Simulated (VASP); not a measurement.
# BN (P6_3/mmc) in VASP: single point with LDA

Aim: the single point of BN with LDA.

All numbers are computed with VASP 6.6.1; they aren't measurements. Logs are shortened: lines on timing, memory, paths and dates and some standing lists are left out, and cuts for length are marked.

**1. The cell of the first run**

Symmetry: P6_3/mmc, No. 194, hexagonal system. Conventional cell: a = 2.489 Å, b = 2.489 Å, c = 6.494 Å, α = 90.00°, β = 90.00°, γ = 120.00°. Within 1.9 Å of B (site symmetry -6m2) lie 3 N at 1.44 Å. Within 1.9 Å of N (site symmetry -6m2) lie 3 B at 1.44 Å.

**2. Single point, LDA**

INCAR reads:

```
PREC = Accurate ; ENCUT = 520
EDIFF = 1E-6 ; ISMEAR = 0
SIGMA = 0.01 ; LREAL = F
LASPH = T ; NELM = 80
ALGO = Normal ; ISIF = 2
LWAVE = F ; LCHARG = T
LELF = T ; LVHAR = T
NBANDS = 16
```

KPOINTS reads:

```
Automatic mesh
0
Gamma
  10 10 4
```

POSCAR reads:

```
BN
1.0
    2.4889407267      0.0000000000      0.0000000000
   -1.2444703634      2.1554858979      0.0000000000
    0.0000000000      0.0000000000      6.4943196887
B N
2 2
Direct
    0.3333333333      0.6666666667      0.2500000000
    0.6666666667      0.3333333333      0.7500000000
    0.3333333333      0.6666666667      0.7500000000
    0.6666666667      0.3333333333      0.2500000000
```

Potentials or basis: VASP PAW LDA potentials, release 64 (B, N).

The run is started by

```bash
> cat potpaw_LDA.64/B/POTCAR potpaw_LDA.64/N/POTCAR > POTCAR
> mpirun -np 1 vasp_std > vasp.out
```

OUTCAR:

```text
PREC = Accurate
   ENCUT = 520
   EDIFF = 1E-6
   ISMEAR = 0
   LREAL = F
   LASPH = T
   NELM = 80
   ISIF = 2

 ion  position               nearest neighbor table
   1  0.333  0.667  0.250-   4 1.44   4 1.44   4 1.44
   2  0.667  0.333  0.750-   3 1.44   3 1.44   3 1.44
   3  0.333  0.667  0.750-   2 1.44   2 1.44   2 1.44
   4  0.667  0.333  0.250-   1 1.44   1 1.44   1 1.44

  LATTYP: Found a hexagonal cell.
 ALAT       =     2.4889407267
 C/A-ratio  =     2.6092705298

  Lattice vectors:

 A1 = (   2.4889407267,   0.0000000000,   0.0000000000)
 A2 = (  -1.2444703634,   2.1554858979,   0.0000000000)
 A3 = (   0.0000000000,   0.0000000000,   6.4943196887)

Analysis of symmetry for initial positions (statically):
=====================================================================
 Subroutine PRICEL returns:
 Original cell was already a primitive cell.

 Routine SETGRP: Setting up the symmetry group for a
 hexagonal supercell.

 Subroutine GETGRP returns: Found 24 space group operations
 (whereof 12 operations were pure point group operations)
 out of a pool of 24 trial point group operations.

The static configuration has the point symmetry D_3d.
 The point group associated with its full space group is D_6h.

Analysis of symmetry for dynamics (positions and initial velocities):
=====================================================================
 Subroutine PRICEL returns:
 Original cell was already a primitive cell.

 Routine SETGRP: Setting up the symmetry group for a
 hexagonal supercell.

 Subroutine GETGRP returns: Found 24 space group operations
 (whereof 12 operations were pure point group operations)
 out of a pool of 24 trial point group operations.

The dynamic configuration has the point symmetry D_3d.
 The point group associated with its full space group is D_6h.

 Subroutine INISYM returns: Found 24 space group operations
 (whereof 12 operations are pure point group operations),
 and found     1 'primitive' translations

----------------------------------------------------------------------------------------

                                     Primitive cell

  volume of cell :      34.8412

  direct lattice vectors                    reciprocal lattice vectors
     2.488940727  0.000000000  0.000000000     0.401777346  0.231966259  0.000000000
    -1.244470363  2.155485898  0.000000000     0.000000000  0.463932518  0.000000000
     0.000000000  0.000000000  6.494319689     0.000000000  0.000000000  0.153980717

  length of vectors
     2.488940727  2.488940727  6.494319689     0.463932518  0.463932518  0.153980717

  position of ions in fractional coordinates (direct lattice)
     0.333333333  0.666666667  0.250000000
     0.666666667  0.333333333  0.750000000
     0.333333333  0.666666667  0.750000000
     0.666666667  0.333333333  0.250000000

  ion indices of the primitive-cell ions
   primitive index   ion index
                 1           1
                 2           2
                 3           3
                 4           4

----------------------------------------------------------------------------------------

 KPOINTS: Automatic mesh

Automatic generation of k-mesh.
 Grid dimensions read from file:
 generate k-points for:   10   10    4

 Generating k-lattice:

  Cartesian coordinates                     Fractional coordinates (reciprocal lattice)
     0.040177735  0.023196626  0.000000000     0.100000000  0.000000000  0.000000000
     0.000000000  0.046393252  0.000000000     0.000000000  0.100000000  0.000000000
     0.000000000  0.000000000  0.038495179     0.000000000  0.000000000  0.250000000

  Length of vectors
     0.046393252  0.046393252  0.038495179

  Shift w.r.t. Gamma in fractional coordinates (k-lattice)
     0.000000000  0.000000000  0.000000000

 Subroutine IBZKPT returns following result:
 ===========================================

 Found     42 irreducible k-points:

 Following reciprocal coordinates:
            Coordinates               Weight
  0.000000  0.000000  0.000000      1.000000
  0.100000  0.000000  0.000000      6.000000
  0.200000  0.000000  0.000000      6.000000
  0.300000  0.000000  0.000000      6.000000
  0.400000  0.000000  0.000000      6.000000
  0.500000  0.000000  0.000000      3.000000
[... 16 lines left out ...]
  0.300000  0.100000  0.250000     24.000000
  0.400000  0.100000  0.250000     24.000000
 [... further k-points ...]
   k-points           NKPTS =     42   k-points in BZ     NKDIM =     42   number of bands    NBANDS=     16
   number of dos      NEDOS =    301   number of ions     NIONS =      4
   total plane-waves  NPLWV =  19200
   dimension x,y,z NGX =    20 NGY =   20 NGZ =   48
   dimension x,y,z NGXF=    40 NGYF=   40 NGZF=   96
   ions per type =               2   2
   NGX,Y,Z   is equivalent  to a cutoff of  13.36, 13.36, 12.29 a.u.
   NGXF,Y,Z  is equivalent  to a cutoff of  26.72, 26.72, 24.57 a.u.
 SYSTEM =  unknown system
   PREC   = accura    normal or accurate (medium, high low for compatibility)
   ISTART =      0    job   : 0-new  1-cont  2-samecut
   ICHARG =      2    charge: 1-file 2-atom 10-const
   ISPIN  =      1    spin polarized calculation?
   LNONCOLLINEAR =      F non collinear calculations
   LSORBIT =      F    spin-orbit coupling
   LASPH  =      T    aspherical Exc in radial PAW
   ENCUT  =  520.0 eV  38.22 Ry    6.18 a.u.   4.63  4.63 12.08*2*pi/ulx,y,z
   NELM   =     80;   NELMIN=  2; NELMDL= -5     # of ELM steps
   EDIFF  = 0.1E-05   stopping-criterion for ELM
   LREAL  =      F    real-space projection
   EDIFFG = 0.1E-04   stopping-criterion for IOM
   NSW    =      0    number of steps for IOM
   IBRION =     -1    ionic relax: 0-MD 1-quasi-New 2-CG
   NFREE  =      0    steps in history (QN), initial steepest desc. (CG)
   ISIF   =      2    stress and relaxation
   ISYM   =      2    0-nonsym 1-usesym 2-fastsym
   POTIM  = 0.5000    time-step for ionic-motion
   TEBEG  =    0.0;   TEEND  =   0.0 temperature during run
   PSTRESS=    0.0 pullay stress
   NELECT =      16.0000    total number of electrons
   NUPDOWN=      -1.0000    fix difference up-down
   EMIN   =  10.00;   EMAX   =-10.00  energy-range for DOS
   EFERMI =   0.00;   METHOD = LEGACY
   ISMEAR =     0;   SIGMA  =   0.01  broadening in eV -4-tet -1-fermi 0-gaus
   EFERMI_NEDOS =   21; number of points for ismear=-14 and -15
   IALGO  =     38    algorithm
   IMIX   =      4    mixing-type and parameters
     AMIX     =   0.40;   BMIX     =  1.00
     AMIX_MAG =   1.60;   BMIX_MAG =  1.00
  volume/ion in A,a.u.               =       8.71        58.78
  Fermi-wavevector in a.u.,A,eV,Ry     =   1.263040  2.386799 21.704959  1.595269
  Thomas-Fermi vector in A             =   2.396417
   LORBIT       =      0    0 simple, 1 ext, 2 COOP (PROOUT), +10 PAW based schemes
   GGA     = CA    functional components
   LHFCALC =     F    Hartree Fock is set to
   AEXX    =    0.0000 exact exchange contribution
   IVDW    =     0    specifies the selected vdW correction
   LEPSILON=     F    determine dielectric tensor
   LRPA    =     F    only Hartree local field effects (RPA)
 non-spin polarized calculation
 Gauss-broadening in eV      SIGMA  =   0.01
  energy-cutoff  :      520.00
  volume of cell :       34.84
 maximum number of plane-waves:       961
 NGX is ok and might be reduce to    20
   NGX =  9   NGY =  9   NGZ = 25

 number of electron      16.0000002 magnetization

 Free energy of the ion-electron system (eV)
  ---------------------------------------------------
  ext. energy  EPLUGINS =         0.00000000
  ---------------------------------------------------
  free energy    TOTEN  =       -38.58046641 eV

  energy without entropy =      -38.58046641  energy(sigma->0) =      -38.58046641

 E-fermi :   2.5227     XC(G=0): -10.6979

 val. band max:        2.4711111142   @ k =   0.3000   0.3000   0.0000
 cond. band min:       6.4828062957   @ k =   0.5000   0.0000   0.0000
 fundamental gap:      4.0116951815
 Fermi energy:         2.5227140480

 k-point     1 :       0.0000    0.0000    0.0000
  band No.  band energies     occupation
      1     -15.3107      2.00000
      2     -14.9410      2.00000
      3      -4.1116      2.00000
      4      -1.6664      2.00000
      5       1.0911      2.00000
      6       1.0911      2.00000
[... 8 lines left out ...]
     15      15.1643      0.00000
     16      15.4955      0.00000

 k-point     2 :       0.1000    0.0000    0.0000
  band No.  band energies     occupation
      1     -15.1118      2.00000
      2     -14.7504      2.00000
      3      -3.8369      2.00000
      4      -1.4222      2.00000
      5       0.3104      2.00000
      6       0.3529      2.00000
[... 8 lines left out ...]
     15      14.9845      0.00000
     16      15.7693      0.00000

 k-point     3 :       0.2000    0.0000    0.0000
  band No.  band energies     occupation
      1     -14.5303      2.00000
      2     -14.1942      2.00000
      3      -3.0267      2.00000
      4      -1.5697      2.00000
      5      -1.5078      2.00000
      6      -0.7121      2.00000
[... 8 lines left out ...]
     15      17.1067      0.00000
     16      17.2172      0.00000

 k-point     4 :       0.3000    0.0000    0.0000
  band No.  band energies     occupation
      1     -13.6265      2.00000
      2     -13.3373      2.00000
      3      -3.7807      2.00000
      4      -3.6859      2.00000
      5      -1.7383      2.00000
      6      -0.9786      2.00000
[... 8 lines left out ...]
     15      18.1473      0.00000
     16      20.0554      0.00000
[... 324 lines left out ...]
 k-point    22 :       0.2000    0.1000    0.2500
  band No.  band energies     occupation
      1     -13.9314      2.00000
      2     -13.7129      2.00000
      3      -2.7704      2.00000
      4      -2.7192      2.00000
      5      -1.9512      2.00000
      6      -1.0292      2.00000
[... 8 lines left out ...]
     15      17.6841      0.00000
     16      17.9093      0.00000

 k-point    23 :       0.3000    0.1000    0.2500
  band No.  band energies     occupation
      1     -12.9435      2.00000
      2     -12.7693      2.00000
      3      -4.7625      2.00000
      4      -4.6938      2.00000
      5      -1.8322      2.00000
      6      -1.7748      2.00000
[... 8 lines left out ...]
     15      18.2904      0.00000
     16      20.0688      0.00000

 k-point    24 :       0.4000    0.1000    0.2500
  band No.  band energies     occupation
      1     -12.0502      2.00000
      2     -11.9585      2.00000
      3      -6.1960      2.00000
      4      -6.1320      2.00000
      5      -2.2580      2.00000
      6      -2.1970      2.00000
[... 8 lines left out ...]
     15      17.6346      0.00000
     16      20.7757      0.00000

 [... further k-points ...]
[... 5 lines left out ...]
  --------------------------------------------------------------------------------------
  -------------------------------------------------------------------------------------
  Total        0.1681007      0.1681007     -0.0440253     -0.0000000     -0.0000000      0.0000000
  in kB        7.7301262      7.7301262     -2.0245099     -0.0000000     -0.0000000      0.0000000
  external PRESSURE =       4.4785808 kB  Pullay stress =       0.0000000 kB

 VOLUME and BASIS-vectors are now :
 -----------------------------------------------------------------------------
  energy-cutoff  :      520.00
  volume of cell :       34.84
      direct lattice vectors                 reciprocal lattice vectors
     2.488940727  0.000000000  0.000000000     0.401777346  0.231966259  0.000000000
    -1.244470363  2.155485898  0.000000000     0.000000000  0.463932518  0.000000000
     0.000000000  0.000000000  6.494319689     0.000000000  0.000000000  0.153980717

 POSITION                                       TOTAL-FORCE (eV/Angst)
 -----------------------------------------------------------------------------------
     -0.00000      1.43699      1.62358         0.000000     -0.000000      0.000000
      1.24447      0.71850      4.87074        -0.000000      0.000000      0.000000
     -0.00000      1.43699      4.87074        -0.000000      0.000000      0.000000
      1.24447      0.71850      1.62358         0.000000     -0.000000      0.000000
 -----------------------------------------------------------------------------------
    total drift:                               -0.000000      0.000000      0.000000

  FREE ENERGIE OF THE ION-ELECTRON SYSTEM (eV)
  ---------------------------------------------------
  free  energy   TOTEN  =       -38.5804664121 eV

  energy  without entropy=      -38.5804664121  energy(sigma->0) =      -38.58046641
```

Wall time 22 s (1 thread of Intel Xeon Platinum 8488C (Sapphire Rapids), shared host); peak memory 0.14 GiB.

Results:

```
Free energy            : -38.5805 eV
Pressure               : 0.4 GPa
Band gap on the k mesh : 4.01 eV, indirect (least direct gap 4.47 eV)
```

Stress tensor (GPa, compression positive):
```
 0.77  0.00  0.00
 0.00  0.77  0.00
 0.00  0.00 -0.20
```

Levels at points of the mesh, in eV from the valence-band top:
```
           k point  band 6  band 7  band 8  band 9  band 10  band 11
(0.00, 0.00, 0.00)   -1.38   -1.33   -1.33    5.03    10.32    11.51
(0.50, 0.00, 0.00)   -4.17   -1.63   -0.46    4.01     5.60     9.60
(0.00, 0.00, 0.50)   -1.36   -1.36   -1.36    7.60     7.60    11.58
(0.50, 0.00, 0.50)   -4.21   -1.02   -1.02    4.53     4.53    10.05
```

A k mesh can miss the band edges.
